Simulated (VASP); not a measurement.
# Pd (Fm-3m) in VASP: further runs

The runs below take Pd through single point, with PBE, r2SCAN.

All numbers are computed with VASP 6.6.1; they aren't measurements. Logs are shortened: lines on timing, memory, paths and dates and some standing lists are left out, and cuts for length are marked.

**1. The cell of the first run**

It takes space group Fm-3m (No. 225, cubic). Conventional cell: a = 3.893 Å, b = 3.893 Å, c = 3.893 Å, α = 90.00°, β = 90.00°, γ = 90.00°. Within 3.6 Å of Pd (site symmetry m-3m) lie 12 Pd at 2.75 Å.

**2. Single point, PBE**

Input file INCAR:

```
SYSTEM = Pd
PREC = Accurate
ENCUT = 520
EDIFF = 1E-7
ISMEAR = -1
SIGMA = 0.1
LREAL = .False.
LASPH = .True.
NELM = 80
ALGO = Fast
ISIF = 2
LWAVE = .False.
LCHARG = .True.
GGA = PE
LELF = .True.
LVHAR = .True.
NBANDS = 11
```

Input file KPOINTS:

```
regular mesh
0
Gamma
  10 10 10
  0 0 0
```

Input file POSCAR:

```
Pd
1.0
    0.0000000000      1.9465000000      1.9465000000
    1.9465000000      0.0000000000      1.9465000000
    1.9465000000      1.9465000000      0.0000000000
Pd
1
Direct
    0.0000000000      0.0000000000      0.0000000000
```

Potentials or basis: VASP PAW PBE potentials, release 64 (Pd).

The run is started by

```bash
$ cat potpaw_PBE.64/Pd/POTCAR > POTCAR
$ mpirun -np 1 vasp_std > vasp.out
```

OUTCAR:

```text
SYSTEM = Pd
   PREC = Accurate
   ENCUT = 520
   EDIFF = 1E-7
   ISMEAR = -1
   LREAL = .False.
   LASPH = .True.
   NELM = 80
   ISIF = 2
   GGA = PE

 ion  position               nearest neighbor table
   1  0.000  0.000  0.000-

  LATTYP: Found a face centered cubic cell.
 ALAT       =     3.8930000000

  Lattice vectors:

 A1 = (   0.0000000000,   1.9465000000,   1.9465000000)
 A2 = (   1.9465000000,   0.0000000000,   1.9465000000)
 A3 = (   1.9465000000,   1.9465000000,   0.0000000000)

Analysis of symmetry for initial positions (statically):
[... 33 lines left out ...]
                                     Primitive cell

  volume of cell :      14.7500

  direct lattice vectors                    reciprocal lattice vectors
     0.000000000  1.946500000  1.946500000    -0.256871307  0.256871307  0.256871307
     1.946500000  0.000000000  1.946500000     0.256871307 -0.256871307  0.256871307
     1.946500000  1.946500000  0.000000000     0.256871307  0.256871307 -0.256871307

  length of vectors
     2.752766699  2.752766699  2.752766699     0.444914156  0.444914156  0.444914156

  position of ions in fractional coordinates (direct lattice)
     0.000000000  0.000000000  0.000000000

  ion indices of the primitive-cell ions
   primitive index   ion index
                 1           1

----------------------------------------------------------------------------------------

 KPOINTS: regular mesh

Automatic generation of k-mesh.
 Grid dimensions read from file:
 generate k-points for:   10   10   10

 Generating k-lattice:

  Cartesian coordinates                     Fractional coordinates (reciprocal lattice)
    -0.025687131  0.025687131  0.025687131     0.100000000  0.000000000  0.000000000
     0.025687131 -0.025687131  0.025687131     0.000000000  0.100000000  0.000000000
     0.025687131  0.025687131 -0.025687131     0.000000000  0.000000000  0.100000000

  Length of vectors
     0.044491416  0.044491416  0.044491416

  Shift w.r.t. Gamma in fractional coordinates (k-lattice)
     0.000000000  0.000000000  0.000000000

 Subroutine IBZKPT returns following result:
 ===========================================

 Found     47 irreducible k-points:

 Following reciprocal coordinates:
            Coordinates               Weight
  0.000000  0.000000  0.000000      1.000000
  0.100000  0.000000  0.000000      8.000000
  0.200000  0.000000  0.000000      8.000000
  0.300000  0.000000  0.000000      8.000000
  0.400000  0.000000  0.000000      8.000000
  0.500000  0.000000  0.000000      4.000000
[... 37 lines left out ...]
   EDIFF  = 0.1E-06   stopping-criterion for ELM
   LREAL  =      F    real-space projection
   EDIFFG = 0.1E-05   stopping-criterion for IOM
   NSW    =      0    number of steps for IOM
   IBRION =     -1    ionic relax: 0-MD 1-quasi-New 2-CG
   NFREE  =      0    steps in history (QN), initial steepest desc. (CG)
   ISIF   =      2    stress and relaxation
   ISYM   =      2    0-nonsym 1-usesym 2-fastsym
   POTIM  = 0.5000    time-step for ionic-motion
   TEBEG  =    0.0;   TEEND  =   0.0 temperature during run
   PSTRESS=    0.0 pullay stress
   NELECT =      10.0000    total number of electrons
   NUPDOWN=      -1.0000    fix difference up-down
   EMIN   =  10.00;   EMAX   =-10.00  energy-range for DOS
   EFERMI =   0.00;   METHOD = LEGACY
   ISMEAR =    -1;   SIGMA  =   0.10  broadening in eV -4-tet -1-fermi 0-gaus
   EFERMI_NEDOS =   21; number of points for ismear=-14 and -15
   IALGO  =     68    algorithm
   IMIX   =      4    mixing-type and parameters
     AMIX     =   0.40;   BMIX     =  1.00
     AMIX_MAG =   1.60;   BMIX_MAG =  1.00
  volume/ion in A,a.u.               =      14.75        99.54
  Fermi-wavevector in a.u.,A,eV,Ry     =   1.438171  2.717748 28.141404  2.068335
  Thomas-Fermi vector in A             =   2.557167
   LORBIT       =      0    0 simple, 1 ext, 2 COOP (PROOUT), +10 PAW based schemes
   GGA     = PE    functional components
   LHFCALC =     F    Hartree Fock is set to
   AEXX    =    0.0000 exact exchange contribution
   IVDW    =     0    specifies the selected vdW correction
   LEPSILON=     F    determine dielectric tensor
   LRPA    =     F    only Hartree local field effects (RPA)
 non-spin polarized calculation
 RMM-DIIS sequential band-by-band and
  energy-cutoff  :      520.00
  volume of cell :       14.75
 maximum number of plane-waves:       411
   NGX = 11   NGY = 11   NGZ = 11

 number of electron      10.0000000 magnetization

 number of electron       9.9999999 magnetization

 Free energy of the ion-electron system (eV)
  ---------------------------------------------------
  ext. energy  EPLUGINS =         0.00000000
  ---------------------------------------------------
  free energy    TOTEN  =        -5.24879619 eV

  energy without entropy =       -5.19373875  energy(sigma->0) =       -5.22126747

 E-fermi :   9.8299     XC(G=0): -13.1838

 val. band max:        9.8264144124   @ k =   0.5000   0.2000   0.0000
 cond. band min:       9.8739417005   @ k =  -0.3000   0.4000   0.2000
 fundamental gap:      0.0475272881
 Fermi energy:         9.8298550671

 k-point     1 :       0.0000    0.0000    0.0000
  band No.  band energies     occupation
      1       2.6436      2.00000
      2       6.9528      2.00000
      3       6.9528      2.00000
      4       6.9528      2.00000
      5       8.5606      1.99999
      6       8.5606      1.99999
      7      26.9781      0.00000
      8      31.7516      0.00000
      9      31.7516      0.00000
     10      31.7516      0.00000
     11      36.9901      0.00000
[... 309 lines left out ...]
 k-point    24 :       0.4000    0.3000    0.0000
  band No.  band energies     occupation
      1       4.9593      2.00000
      2       5.2339      2.00000
      3       8.3576      2.00000
      4       8.8388      1.99990
      5       9.6981      1.57745
      6      10.8597      0.00007
      7      23.4740      0.00000
      8      25.0587      0.00000
      9      25.4067      0.00000
     10      30.6317      0.00000
     11      32.9479      0.00000

 [... further k-points ...]
[... 5 lines left out ...]
  --------------------------------------------------------------------------------------
  -------------------------------------------------------------------------------------
  Total        0.6456125      0.6456125      0.6456125      0.0000000      0.0000000     -0.0000000
  in kB       70.1276475     70.1276475     70.1276475      0.0000000      0.0000000     -0.0000000
  external PRESSURE =      70.1276475 kB  Pullay stress =       0.0000000 kB

 VOLUME and BASIS-vectors are now :
 -----------------------------------------------------------------------------
  energy-cutoff  :      520.00
  volume of cell :       14.75
      direct lattice vectors                 reciprocal lattice vectors
     0.000000000  1.946500000  1.946500000    -0.256871307  0.256871307  0.256871307
     1.946500000  0.000000000  1.946500000     0.256871307 -0.256871307  0.256871307
     1.946500000  1.946500000  0.000000000     0.256871307  0.256871307 -0.256871307

 POSITION                                       TOTAL-FORCE (eV/Angst)
 -----------------------------------------------------------------------------------
      0.00000      0.00000      0.00000        -0.000000      0.000000     -0.000000
 -----------------------------------------------------------------------------------
    total drift:                               -0.000000     -0.000000     -0.000000

  FREE ENERGIE OF THE ION-ELECTRON SYSTEM (eV)
  ---------------------------------------------------
  free  energy   TOTEN  =        -5.2487961874 eV

  energy  without entropy=       -5.1937387455  energy(sigma->0) =       -5.22126747
```

stdout:

```text
POSCAR found type information on POSCAR Pd
 POSCAR found :  1 types and       1 ions
 scaLAPACK will be used
 LDA part: xc-table for (Slater+PW92), standard interpolation
 POSCAR, INCAR and KPOINTS ok, starting setup
 FFT: planning ... GRIDC
 FFT: planning ... GRID_SOFT
 FFT: planning ... GRID
 WAVECAR not read
 entering main loop
WARNING in EDDRMM: call to ZHEGV failed, returncode =   6  3     11
```

Run time: 4.1 s. Hardware: 1 thread of AMD EPYC 9R45 (Zen 5), shared host; peak memory 0.09 GiB.

Results:

```
Free energy            : -5.2488 eV
Pressure               : 7.0 GPa
Band gap on the k mesh : zero (band 5 reaches 10.09 eV, above the bottom of band 6 at 8.51 eV)
```

Levels at points of the mesh, in eV from the Fermi level:
| k point | band 1 | band 2 | band 3 | band 4 | band 5 | band 6 | band 7 | band 8 | band 9 | band 10 |
| --- | --- | --- | --- | --- | --- | --- | --- | --- | --- | --- |
| (0.00, 0.00, 0.00) | -7.19 | -2.88 | -2.88 | -2.88 | -1.27 | -1.27 | 17.15 | 21.92 | 21.92 | 21.92 |
| (0.50, 0.00, 0.00) | -5.34 | -2.93 | -2.93 | -0.06 | -0.06 | 0.97 | 7.28 | 16.50 | 21.06 | 21.06 |
| (0.50, 0.50, 0.00) | -5.44 | -5.14 | -0.09 | 0.25 | 0.25 | 3.30 | 10.73 | 13.16 | 13.16 | 21.53 |

**3. Single point, PBE**

Input file INCAR:

```
ALGO     = Normal         # electronic algorithm
EDIFF    = 1E-6           # SCF threshold, eV
ENCUT    = 520            # plane-wave cutoff, eV
GGA      = PE             # functional
ISIF     = 2              # what is computed and relaxed
ISMEAR   = -1             # smearing method
LASPH    = True           # aspherical terms in the spheres
LCHARG   = True           # write CHGCAR
LELF     = True           # ELF
LREAL    = False          # projectors in reciprocal space
LVHAR    = True         
LWAVE    = False          # write WAVECAR
NBANDS   = 11             # bands
NELM     = 80             # most SCF steps
PREC     = Accurate       # precision mode
SIGMA    = 0.1            # smearing width, eV
```

Input file KPOINTS:

```
k-points
0
Gamma
  10 10 10
```

POSCAR is that of step 2.

Potentials or basis: VASP PAW PBE potentials, release 64 (Pd).

The run is started by

```bash
$ cat potpaw_PBE.64/Pd/POTCAR > POTCAR
$ mpirun -np 1 vasp_std > vasp.out
```

Run time: 3.5 s. Hardware: 1 thread of AMD EPYC 9R45 (Zen 5), shared host; peak memory 0.09 GiB.

The run converged. Its results:

```
Free energy            : -5.2488 eV
Pressure               : 7.0 GPa
Band gap on the k mesh : zero (band 5 reaches 10.09 eV, above the bottom of band 6 at 8.51 eV)
```

Levels at points of the mesh, in eV from the Fermi level:
```tsv
k point	band 3	band 4	band 5	band 6	band 7	band 8
(0.00, 0.00, 0.00)	-2.88	-2.88	-1.27	-1.27	17.15	21.92
(0.50, 0.00, 0.00)	-2.93	-0.06	-0.06	0.97	7.28	16.50
(0.50, 0.50, 0.00)	-0.09	0.25	0.25	3.30	10.73	13.16
```

**4. Single point, r2SCAN**

POSCAR is that of step 3.

Input file INCAR.step1:

```
SYSTEM = Pd
  PREC = Accurate
  ENCUT = 520
  ISMEAR = -1
  SIGMA = 0.05
  LREAL = .FALSE.
  LASPH = .TRUE.
  NELM = 80
  NBANDS = 11
  GGA = PE
  ALGO = Normal
  EDIFF = 1E-4
  LWAVE = .TRUE.
  LCHARG = .FALSE.
```

Input file INCAR.step2:

```
SYSTEM = Pd
  PREC = Accurate
  ENCUT = 520
  EDIFF = 1E-7
  ISMEAR = -1
  SIGMA = 0.05
  LREAL = .FALSE.
  LASPH = .TRUE.
  NELM = 80
  ALGO = Normal
  ISIF = 2
  LWAVE = .FALSE.
  LCHARG = .TRUE.
  METAGGA = R2SCAN
  LMIXTAU = .TRUE.
  LELF = .TRUE.
  LVHAR = .TRUE.
  NBANDS = 11
  ISTART = 1
```

Input file KPOINTS:

```
regular mesh
0
G
  10 10 10
  0 0 0
```

The run is started by

```bash
$ cat potpaw_PBE.64/Pd/POTCAR > POTCAR
$ cp INCAR.step1 INCAR
$ mpirun -np 1 vasp_std > vasp.out
$ cp INCAR.step2 INCAR
$ mpirun -np 1 vasp_std > vasp.out
```

It took 18 s on 1 thread of AMD EPYC 9R45 (Zen 5), shared host; peak memory 0.1 GiB.

The run converged. Its results:

```yaml
Free_energy: -22.9659 eV
Pressure: 2.7 GPa
Band_gap_on_the_k_mesh: zero (band 5 reaches 9.93 eV, above the bottom of band 6 at 8.26 eV)
```

Levels at points of the mesh, in eV from the Fermi level:
```
           k point  band 3  band 4  band 5  band 6  band 7  band 8
(0.00, 0.00, 0.00)   -2.93   -2.93   -1.32   -1.32   18.01   22.46
(0.50, 0.00, 0.00)   -3.00   -0.04   -0.04    1.27    7.70   17.41
(0.50, 0.50, 0.00)   -0.11    0.30    0.30    3.65   11.30   13.92
```

Caveat: the PAW data sets were made with another functional, which shifts forces and pressure a little.
